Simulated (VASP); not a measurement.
Here is a VASP 6.6.1 calculation.

Contents of INCAR:

```
SYSTEM = Zr
PREC = Accurate
ENCUT = 400
EDIFF = 1E-6
ISMEAR = 1
SIGMA = 0.1
LREAL = .FALSE.
LASPH = .TRUE.
NELM = 120
ALGO = Normal
ISIF = 2
LWAVE = .FALSE.
LCHARG = .FALSE.
LDIPOL = .TRUE.
IDIPOL = 3
DIPOL = 0.5 0.5 0.440
NBANDS = 25
GGA_COMPAT = .FALSE.
NELMDL = -8
```

KPOINTS

```
Automatic mesh
0
G
  12 12 1
  0 0 0
```

POSCAR

```
Zr
1.0
    3.0665690458      0.0000000000      0.0000000000
   -1.5332845229      2.6557266962      0.0000000000
    0.0000000000      0.0000000000     21.7540815884
Zr
3
Direct
    0.3333333333      0.6666666667      0.3217786957
    0.6666666667      0.3333333333      0.4354635519
    0.3333333333      0.6666666667      0.5634795448
```

Potentials or basis: VASP PAW LDA potentials, release 64 (Zr_sv).

Launch:

```console
$ cat potpaw_LDA.64/Zr_sv/POTCAR > POTCAR
$ mpirun -np 1 vasp_std > vasp.out
```

**Question.** Predict the largest force.

**Answer.** 0.759 eV/Å.

**Question.** Estimate the band gap on the k mesh.

**Answer.** Zero (band 18 reaches 1.07 eV, above the bottom of band 19 at 0.54 eV).

Forces on the atoms (eV/Å):
```
Zr   0.000  0.000 -0.110
Zr   0.000  0.000  0.759
Zr   0.000  0.000 -0.648
```
